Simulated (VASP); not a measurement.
Write the native input for VASP 6.6.1 that does the following.

* Task: single point
* Functional: LDA
* Potentials or basis: VASP PAW LDA potentials, release 64 (Sc_sv, Pd)
* Cutoff: 520 eV
* k mesh: 7 × 7 × 7
* Occupations: methfessel-paxton, width 0.1 eV
* Spin: no spin polarisation
* Dipole correction: no
* Further INCAR settings: ALGO = Normal; EDIFF = 1e-06; NBANDS = 18

The structure of ScPd lies in POSCAR:

```
ScPd
1.0
    3.2335834996      0.0000000000      0.0000000000
    0.0000000000      3.2335834996      0.0000000000
    0.0000000000      0.0000000000      3.2335834996
Sc Pd
1 1
Direct
    0.5000000000      0.5000000000      0.5000000000
    0.0000000000      0.0000000000      0.0000000000
```

These files were run (other wordings do the same):

INCAR

```
SYSTEM = ScPd
PREC = Accurate
ENCUT = 520
EDIFF = 1E-6
ISMEAR = 1
SIGMA = 0.1
LREAL = .False.
LASPH = .True.
NELM = 100
ALGO = Normal
ISIF = 2
LWAVE = .False.
LCHARG = .False.
NBANDS = 18
```

KPOINTS

```
regular mesh
0
Gamma
  7 7 7
  0 0 0
```

Potentials or basis: VASP PAW LDA potentials, release 64 (Sc_sv, Pd).

The run is started by

```sh
$ cat potpaw_LDA.64/Sc_sv/POTCAR potpaw_LDA.64/Pd/POTCAR > POTCAR
$ mpirun -np 1 vasp_std > vasp.out
```

It gave:

The pressure is 0.6 GPa.

Wall time 6.4 s on 1 thread of Intel(R) Xeon(R) Platinum 8259CL CPU @ 2.50GHz (Skylake/Cascade Lake) (shared host), peak memory 0.13 GiB.
